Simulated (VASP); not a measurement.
Here is a VASP 6.6.1 calculation.

INCAR

```
ALGO     = Normal         # electronic algorithm
EDIFF    = 1E-7           # SCF threshold, eV
ENCUT    = 520            # plane-wave cutoff, eV
GGA      = PE             # functional
ISIF     = 2              # what is computed and relaxed
ISMEAR   = 0              # smearing method
LASPH    = T              # aspherical terms in the spheres
LCHARG   = T              # write CHGCAR
LELF     = T              # ELF
LREAL    = F              # projectors in reciprocal space
LVHAR    = T            
LWAVE    = F              # write WAVECAR
NBANDS   = 16             # bands
NELM     = 80             # most SCF steps
PREC     = Accurate       # precision mode
SIGMA    = 0.1            # smearing width, eV
```

Contents of KPOINTS:

```
k-points
0
Gamma
  8 8 8
```

Contents of POSCAR:

```
TaSi2
1.0
   -1.6369702065      1.6369702065      3.9881639665
    1.6369702065     -1.6369702065      3.9881639665
    1.6369702065      1.6369702065     -3.9881639665
Si Ta
2 1
Direct
    0.3345744057      0.3345744057      0.0000000000
    0.6654255943      0.6654255943      0.0000000000
    0.0000000000      0.0000000000      0.0000000000
```

Potentials or basis: VASP PAW PBE potentials, release 64 (Si, Ta_pv).

The run is started by

```console
$ cat potpaw_PBE.64/Si/POTCAR potpaw_PBE.64/Ta_pv/POTCAR > POTCAR
$ mpirun -np 1 vasp_std > vasp.out
```

Estimate the largest force.

0.334 eV/Å.

What does it give for the pressure?

8.1 GPa.

Stress tensor (GPa, compression positive):
```
 5.20  0.00  0.00
 0.00  5.20  0.00
 0.00  0.00 13.78
```
